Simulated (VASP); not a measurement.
A run of VASP 6.6.1 is set up as follows.

File INCAR:

```
ALGO = Normal
EDIFF = 1E-6
ENCUT = 520
GGA = PS
ISIF = 2
ISMEAR = -1
LASPH = True
LCHARG = False
LREAL = False
LWAVE = False
NBANDS = 18
NELM = 100
PREC = Accurate
SIGMA = 0.1
```

KPOINTS

```
k-points
0
Gamma
  10 10 13
```

POSCAR

```
Re
1.0
    4.2827078151      0.0000000000      0.0000000000
   -2.1413539076      3.7089337649      0.0000000000
    0.0000000000      0.0000000000      2.6810444939
Re
3
Direct
    0.0000000000      1.0000000000      1.0000000000
    0.3333333333      0.6666666667      0.5000000000
    0.6666666667      0.3333333333      0.5000000000
```

Potentials or basis: VASP PAW PBE potentials, release 64 (Re).

The run is started by

```bash
$ cat potpaw_PBE.64/Re/POTCAR > POTCAR
$ mpirun -np 1 vasp_std > vasp.out
```

Question: Estimate the pressure.

Answer: 16.8 GPa.

Question: Predict the band gap on the k mesh.

Answer: Zero (an odd number of electrons rules out a gap without spin polarisation).

Stress tensor (GPa, compression positive):
```
17.17  0.00  0.00
 0.00 17.17  0.00
 0.00  0.00 16.00
```

Caveat: the cell stands under pressure; the PAW data sets were made with another functional, which shifts forces and pressure a little; spin-orbit coupling is left out, which moves the levels of the heavy elements.
